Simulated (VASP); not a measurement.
A run of VASP 6.6.1:

File INCAR:

```
ALGO     = Normal         # electronic algorithm
EDIFF    = 1E-6           # SCF threshold, eV
EDIFFG   = -0.01          # ionic threshold
ENCUT    = 600            # plane-wave cutoff, eV
GGA      = PE             # functional
IBRION   = 2              # ionic algorithm
ISIF     = 3              # what is computed and relaxed
ISMEAR   = 0              # smearing method
LASPH    = True           # aspherical terms in the spheres
LCHARG   = False          # write CHGCAR
LREAL    = False          # projectors in reciprocal space
LWAVE    = False          # write WAVECAR
NELM     = 100            # most SCF steps
NSW      = 100            # ionic steps
PREC     = Accurate       # precision mode
SIGMA    = 0.1            # smearing width, eV
```

File KPOINTS:

```
k-points
0
Gamma
  16 16 4
```

Contents of POSCAR:

```
In3As
1.0
    3.0328628164      0.0000000000      0.0000000000
    0.0000000000      3.0328628164      0.0000000000
    0.0000000000      0.0000000000     11.3762352469
In As
3 1
Direct
    0.5000000000      0.5000000000      0.2424015163
    0.5000000000      0.5000000000      0.7575984837
    0.0000000000      0.0000000000      0.0000000000
    0.5000000000      0.5000000000      0.5000000000
```

Potentials or basis: VASP PAW PBE potentials, release 64 (In_d, As).

Run with:

```sh
$ cat potpaw_PBE.64/In_d/POTCAR potpaw_PBE.64/As/POTCAR > POTCAR
$ mpirun -np 1 vasp_std > vasp.out
```

Hardware: 1 thread of AMD EPYC 7R43 64-Core Processor (Zen 3) (shared host).

Problem. Estimate the wall time of this run.

Solution. Wall time 26 min on 1 thread of AMD EPYC 7R43 64-Core Processor (Zen 3) (shared host), peak memory 0.48 GiB. Counts: scf iterations 68, k points 135, ion steps 9.
